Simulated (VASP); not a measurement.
A run of VASP 6.6.1 is set up as follows.

File INCAR:

```
  PREC = Accurate
  ENCUT = 520
  EDIFF = 1E-6
  ISMEAR = -1
  SIGMA = 0.05
  LREAL = False
  LASPH = True
  NELM = 80
  ALGO = Normal
  ISIF = 2
  LWAVE = False
  LCHARG = False
  GGA = CA
  NBANDS = 11
```

Contents of KPOINTS:

```
Automatic mesh
0
Gamma
  15 15 15
```

POSCAR

```
BP
1.0
    0.0000000000      2.2690000000      2.2236200000
    2.2690000000      0.0000000000      2.2236200000
    2.2690000000      2.2690000000      0.0000000000
B P
1 1
Direct
    0.0000000000      0.0000000000      0.0000000000
    0.7500000000      0.7500000000      0.7500000000
```

Potentials or basis: VASP PAW LDA potentials, release 64 (B, P).

The run is started by

```console
$ cat potpaw_LDA.64/B/POTCAR potpaw_LDA.64/P/POTCAR > POTCAR
$ mpirun -np 1 vasp_std > vasp.out
```

What does it give for the pressure?

-2.1 GPa.

Estimate the band gap on the k mesh.

0.86 eV, indirect (least direct gap 3.21 eV).

Stress tensor (GPa, compression positive):
```
-3.85  0.00  0.00
 0.00 -3.85  0.00
 0.00  0.00  1.49
```

Caveat: the cell differs from its parent crystal (zz strain of -2 %). A k mesh can miss the band edges.
